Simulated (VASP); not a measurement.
A run of VASP 6.6.1:

The input INCAR:

```
SYSTEM = Zn
PREC = Accurate ; ENCUT = 520
EDIFF = 1E-6 ; ISMEAR = 0
SIGMA = 0.15 ; LREAL = .False.
LASPH = .True. ; NELM = 100
ALGO = Fast ; ISIF = 2
LWAVE = .False. ; LCHARG = .True.
GGA = PS ; LELF = .True.
LVHAR = .True. ; NBANDS = 19
```

The input KPOINTS:

```
regular mesh
0
Gamma
  24 24 12
  0 0 0
```

File POSCAR:

```
Zn
1.0
    2.4416487358      0.0000000000      0.0000000000
   -1.2208243679      2.1145298323      0.0000000000
    0.0000000000      0.0000000000      5.8922044479
Zn
2
Direct
    0.3333333333      0.6666666667      0.2500000000
    0.6666666667      0.3333333333      0.7500000000
```

Potentials or basis: VASP PAW PBE potentials, release 64 (Zn).

Run with:

```console
$ cat potpaw_PBE.64/Zn/POTCAR > POTCAR
$ mpirun -np 1 vasp_std > vasp.out
```

Hardware: 1 thread of AMD EPYC 7R13 Processor (Zen 3) (shared host).

Task: How long does it take, and how much memory?

Result: It took 2.5 min on 1 thread of AMD EPYC 7R13 Processor (Zen 3), on a shared host, peak memory 0.27 GiB. Counts: scf iterations 13, k points 427.
